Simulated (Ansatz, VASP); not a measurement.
**GaAs: VASP beside Ansatz**

```
Ga As
1.0
     0.00000    2.76914    2.76914
     2.76914    0.00000    2.76914
     2.76914    2.76914    0.00000
Ga As
1 1
Direct
  0.00000 0.00000 0.00000
  0.75000 0.75000 0.75000
```

Change from the starting cell: volume scaled by 0.94, crystal datasets.

Alike in both runs: task electric field gradients; functional PBE; k mesh 11 × 11 × 11; occupations fermi-dirac, width 0.05 eV; no spin polarisation.

```csv
,VASP,Ansatz
version,VASP 6.6.1,Ansatz 0.2.0
potentials or method,"VASP PAW PBE potentials, release 64 (Ga_d, As), cutoff 520 eV","all-electron PAW with datasets made for the crystal, scalar-relativistic"
```

|  | VASP | Ansatz | Ansatz less VASP |
| --- | --- | --- | --- |
| pressure (GPa) | 8.9 | 8.7 | -0.24 |

Ansatz ran all-electron here, and VASP with PAW potentials.
